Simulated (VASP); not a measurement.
Input of a VASP 6.6.1 run:

Contents of INCAR:

```
SYSTEM = As3P
ALGO     = Normal         ! electronic algorithm
EDIFF    = 1E-6           ! SCF threshold, eV
ENCUT    = 520            ! plane-wave cutoff, eV
GGA      = PE             ! functional
ISIF     = 2              ! what is computed and relaxed
ISMEAR   = 0              ! smearing method
LASPH    = .True.         ! aspherical terms in the spheres
LCHARG   = .False.        ! write CHGCAR
LREAL    = .False.        ! projectors in reciprocal space
LWAVE    = .False.        ! write WAVECAR
NBANDS   = 30             ! bands
NELM     = 100            ! most SCF steps
PREC     = Accurate       ! precision mode
SIGMA    = 0.1            ! smearing width, eV
```

File KPOINTS:

```
k-points
0
Gamma
  3 3 4
  0 0 0
```

POSCAR

```
As3P
1.0
    6.1481714011      0.0000000000      0.0000000000
   -3.0740857006      5.3244726202      0.0000000000
    0.0000000000      0.0000000000      4.9348561650
P As
2 6
Direct
    0.3333333333      0.6666666667      0.2500000000
    0.6666666667      0.3333333333      0.7500000000
    0.8330000000      0.6660000000      0.2500000000
    0.1670000000      0.8330000000      0.7500000000
    0.3340000000      0.1670000000      0.2500000000
    0.1670000000      0.3340000000      0.7500000000
    0.8330000000      0.1670000000      0.2500000000
    0.6660000000      0.8330000000      0.7500000000
```

Potentials or basis: VASP PAW PBE potentials, release 64 (P, As).

The run is started by

```sh
$ cat potpaw_PBE.64/P/POTCAR potpaw_PBE.64/As/POTCAR > POTCAR
$ mpirun -np 1 vasp_std > vasp.out
```

(1) Predict the largest force.

(2) Predict the band gap on the k mesh.

(3) What does it give for the pressure?

Answers

(1) 0.072 eV/Å.

(2) zero (bands 20 and 21 overlap by 2.53 eV).

(3) -7.1 GPa.

Caveat: the k points lie up to 0.39 Å⁻¹ apart, too coarse for converged energies and pressures of a metal.
